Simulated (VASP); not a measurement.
# Li (P6_3/mmc) in VASP: notebook, part 2 of 2

VASP 6.6.1.

## (4) Single point, PBEsol

This run uses another cell than the first one, of the same volume but with other edges.

The input, INCAR:

```
ALGO = Fast
EDIFF = 1E-7
ENCUT = 520
GGA = PS
ISIF = 2
ISMEAR = 0
LASPH = True
LCHARG = False
LREAL = False
LWAVE = False
NBANDS = 10
NELM = 100
PREC = Accurate
SIGMA = 0.15
```

The input, KPOINTS:

```
k-points
0
Gamma
  18 18 10
```

The input, POSCAR:

```
Li
1.0
    2.8504878489      0.0000000000      0.0000000000
   -1.4252439245      2.4685948904      0.0000000000
    0.0000000000      0.0000000000      6.0664679995
Li
2
Direct
    0.3333333333      0.6666666667      0.2500000000
    0.6666666667      0.3333333333      0.7500000000
```

Potentials or basis: VASP PAW PBE potentials, release 64 (Li_sv).

The run is started by

```bash
$ cat potpaw_PBE.64/Li_sv/POTCAR > POTCAR
$ mpirun -np 1 vasp_std > vasp.out
```

OUTCAR:

```text
EDIFF = 1E-7
   ENCUT = 520
   GGA = PS
   ISIF = 2
   ISMEAR = 0
   LASPH = True
   LREAL = False
   NELM = 100
   PREC = Accurate

 ion  position               nearest neighbor table
   1  0.333  0.667  0.250-
   2  0.667  0.333  0.750-

  LATTYP: Found a hexagonal cell.
 ALAT       =     2.8504878489
 C/A-ratio  =     2.1282209646

  Lattice vectors:

 A1 = (   2.8504878489,   0.0000000000,   0.0000000000)
 A2 = (  -1.4252439245,   2.4685948904,   0.0000000000)
 A3 = (   0.0000000000,   0.0000000000,   6.0664679995)

Analysis of symmetry for initial positions (statically):
=====================================================================
 Subroutine PRICEL returns:
 Original cell was already a primitive cell.

 Routine SETGRP: Setting up the symmetry group for a
 hexagonal supercell.

 Subroutine GETGRP returns: Found 24 space group operations
 (whereof 12 operations were pure point group operations)
 out of a pool of 24 trial point group operations.

The static configuration has the point symmetry D_3d.
 The point group associated with its full space group is D_6h.

Analysis of symmetry for dynamics (positions and initial velocities):
=====================================================================
 Subroutine PRICEL returns:
 Original cell was already a primitive cell.

 Routine SETGRP: Setting up the symmetry group for a
 hexagonal supercell.

 Subroutine GETGRP returns: Found 24 space group operations
 (whereof 12 operations were pure point group operations)
 out of a pool of 24 trial point group operations.

The dynamic configuration has the point symmetry D_3d.
 The point group associated with its full space group is D_6h.

 Subroutine INISYM returns: Found 24 space group operations
 (whereof 12 operations are pure point group operations),
 and found     1 'primitive' translations

[... 112 lines left out ...]
   IMIX   =      4    mixing-type and parameters
     AMIX     =   0.40;   BMIX     =  1.00
     AMIX_MAG =   1.60;   BMIX_MAG =  1.00
  volume/ion in A,a.u.               =      21.34       144.04
  Fermi-wavevector in a.u.,A,eV,Ry     =   0.851184  1.608505  9.857621  0.724515
  Thomas-Fermi vector in A             =   1.967278
   LORBIT       =      0    0 simple, 1 ext, 2 COOP (PROOUT), +10 PAW based schemes
   GGA     = PS    functional components
   LHFCALC =     F    Hartree Fock is set to
   AEXX    =    0.0000 exact exchange contribution
   IVDW    =     0    specifies the selected vdW correction
   LEPSILON=     F    determine dielectric tensor
   LRPA    =     F    only Hartree local field effects (RPA)
 non-spin polarized calculation
 RMM-DIIS sequential band-by-band and
 Gauss-broadening in eV      SIGMA  =   0.15
  energy-cutoff  :      520.00
  volume of cell :       42.69
 maximum number of plane-waves:      1173
 NGX is ok and might be reduce to    24

 number of electron       5.9999994 magnetization

 Free energy of the ion-electron system (eV)
  ---------------------------------------------------
  ext. energy  EPLUGINS =         0.00000000
  ---------------------------------------------------
  free energy    TOTEN  =        -3.73367847 eV

  energy without entropy =       -3.72341989  energy(sigma->0) =       -3.72854918

 E-fermi :   0.5430     XC(G=0):  -6.8898

 val. band max:        0.5250228716   @ k =   0.2222   0.2222   0.5000
 cond. band min:       0.5485048463   @ k =   0.3333   0.1667   0.1000
 fundamental gap:      0.0234819748
 Fermi energy:         0.5430056119

 k-point     1 :       0.0000    0.0000    0.0000
  band No.  band energies     occupation
      1     -45.6580      2.00000
      2     -45.6532      2.00000
      3      -2.9856      2.00000
      4      -0.5317      2.00000
      5       1.3307      0.00000
      6       9.3221      0.00000
      7      12.7130      0.00000
      8      15.5920      0.00000
      9      15.5921      0.00000
     10      16.3387      0.00000
[... 287 lines left out ...]
 k-point    24 :       0.3889    0.1111    0.0000
  band No.  band energies     occupation
      1     -45.6288      2.00000
      2     -45.6275      2.00000
      3       0.6533      0.29857
      4       2.4006      0.00000
      5       4.4494      0.00000
      6       5.5777      0.00000
      7       7.1733      0.00000
      8       7.2276      0.00000
      9      10.4716      0.00000
     10      12.0712      0.00000

 [... further k-points ...]
[... 5 lines left out ...]
  --------------------------------------------------------------------------------------
  -------------------------------------------------------------------------------------
  Total        0.8268963      0.8268963     -1.8244417     -0.0000000      0.0000000      0.0000000
  in kB       31.0353538     31.0353538    -68.4755694     -0.0000000      0.0000000      0.0000000
  external PRESSURE =      -2.1349539 kB  Pullay stress =       0.0000000 kB

 VOLUME and BASIS-vectors are now :
 -----------------------------------------------------------------------------
  energy-cutoff  :      520.00
  volume of cell :       42.69
      direct lattice vectors                 reciprocal lattice vectors
     2.850487849  0.000000000  0.000000000     0.350817142  0.202544371  0.000000000
    -1.425243924  2.468594890  0.000000000     0.000000000  0.405088743  0.000000000
     0.000000000  0.000000000  6.066468000     0.000000000  0.000000000  0.164840563

 POSITION                                       TOTAL-FORCE (eV/Angst)
 -----------------------------------------------------------------------------------
     -0.00000      1.64573      1.51662        -0.000000     -0.000000      0.000000
      1.42524      0.82286      4.54985         0.000000      0.000000      0.000000
 -----------------------------------------------------------------------------------
    total drift:                                0.000000     -0.000000      0.000000

  FREE ENERGIE OF THE ION-ELECTRON SYSTEM (eV)
  ---------------------------------------------------
  free  energy   TOTEN  =        -3.7336784667 eV

  energy  without entropy=       -3.7234198928  energy(sigma->0) =       -3.72854918
```

OSZICAR:

```text
N       E                     dE             d eps       ncg     rms          rms(c)
DAV:   1     0.168943358228E+02    0.16894E+02   -0.32242E+03  4440   0.561E+02
DAV:   2    -0.101947916861E+01   -0.17914E+02   -0.17459E+02  5646   0.109E+02
DAV:   3    -0.365520269755E+01   -0.26357E+01   -0.26137E+01  7158   0.313E+01
[... 11 lines left out ...]
RMM:  15    -0.373367436590E+01   -0.22629E-05   -0.44592E-07  6836   0.505E-03    0.816E-03
RMM:  16    -0.373367648203E+01   -0.21161E-05   -0.49349E-07  6593   0.485E-03    0.325E-03
RMM:  17    -0.373367789064E+01   -0.14086E-05   -0.31201E-07  5756   0.415E-03    0.522E-04
RMM:  18    -0.373367836745E+01   -0.47681E-06   -0.12798E-07  4929   0.330E-03    0.281E-04
RMM:  19    -0.373367846669E+01   -0.99237E-07   -0.51730E-08  4491   0.249E-03
   1 F= -.37336785E+01 E0= -.37285492E+01  d E =-.102586E-01
```

Run time: 3.7 min. Hardware: 1 thread of AMD EPYC 7R13 (Zen 3), shared host; peak memory 0.17 GiB.

What came out:

```yaml
Free_energy: -3.7337 eV
Band_gap_on_the_k_mesh: zero (band 3 reaches 3.31 eV, above the bottom of band 4 at -2.22 eV)
```

Levels at points of the mesh, in eV from the Fermi level:
| k point | band 1 | band 2 | band 3 | band 4 | band 5 | band 6 |
| --- | --- | --- | --- | --- | --- | --- |
| (0.00, 0.00, 0.00) | -46.20 | -46.20 | -3.53 | -1.07 | 0.79 | 8.78 |
| (0.50, 0.00, 0.00) | -46.17 | -46.17 | 0.37 | 1.33 | 4.60 | 5.01 |
| (0.00, 0.00, 0.50) | -46.20 | -46.20 | -2.76 | -2.76 | 4.20 | 4.20 |
| (0.50, 0.00, 0.50) | -46.17 | -46.17 | 0.86 | 0.86 | 3.92 | 3.92 |

Caveat: the cutoff is under 1.25 times the usual one of these potentials, so pressure, stress and relaxed cells hold a basis-set (Pulay) error; the PAW data sets were made with another functional, which shifts forces and pressure a little.

## (5) Summary

```tsv
cell	gap on the mesh (eV)
a = 3.061, b = 3.061, c = 5.261 Å, angles 90.0, 90.0, 120.0°, 2 atoms	none
a = 3.351, b = 3.351, c = 4.389 Å, angles 90.0, 90.0, 120.0°, 2 atoms	none
a = 2.850, b = 2.850, c = 6.066 Å, angles 90.0, 90.0, 120.0°, 2 atoms	none
```

Alike in all rows: task single point; level PBEsol; potentials or basis VASP PAW PBE potentials, release 64 (Li_sv); no spin polarisation; k mesh 18 × 18 × 10; cutoff (eV) 520; smearing gaussian 0.15 eV.

Caveats: the cutoff is under 1.25 times the usual one of these potentials, so pressure, stress and relaxed cells hold a basis-set (Pulay) error; the PAW data sets were made with another functional, which shifts forces and pressure a little.

Absolute energies hang on the potentials; compare differences alone.
